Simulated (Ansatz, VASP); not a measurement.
# H: VASP beside Ansatz

```
CELL_PARAMETERS angstrom
-1.69153 1.69153 2.05847
1.69153 -1.69153 2.05847
1.69153 1.69153 -2.05847
ATOMIC_POSITIONS crystal
H 0.90986 0.90986 0.00000
H 0.09014 0.09014 0.00000
```

Alike in both runs: task electric field gradients; functional PBE; k mesh 12 × 12 × 12; occupations fermi-dirac, width 0.01 eV; no spin polarisation.

|  | VASP | Ansatz |
| --- | --- | --- |
| version | VASP 6.6.1 | Ansatz 0.2.0 |
| potentials or method | VASP PAW PBE potentials, release 64 (H) | PAW with Ansatz's default frozen-core files, scalar-relativistic |
| plane-wave cutoff (eV) | 520 | 420 |
| valence electrons in the cell | 2 | 2 |

|  | VASP | Ansatz | Ansatz less VASP |
| --- | --- | --- | --- |
| gap on the k mesh at the Fermi level (eV) | 8.94 | 8.94 | +0.003 |
| pressure (GPa) | 0.6 | 0.9 | +0.23 |
| traceless stress, the component that is largest in VASP (GPa) | 0.88 | 0.96 | +0.082 |
| rms of the force components (eV/Å) | 0.152 | 0.160 | +0.0073 |
| size of Vzz on the site where it differs most (V/Å²) | 33.0 | 33.2 | +0.19 |

Atom by atom the forces differ by 0.007 eV/Å (rms over components).
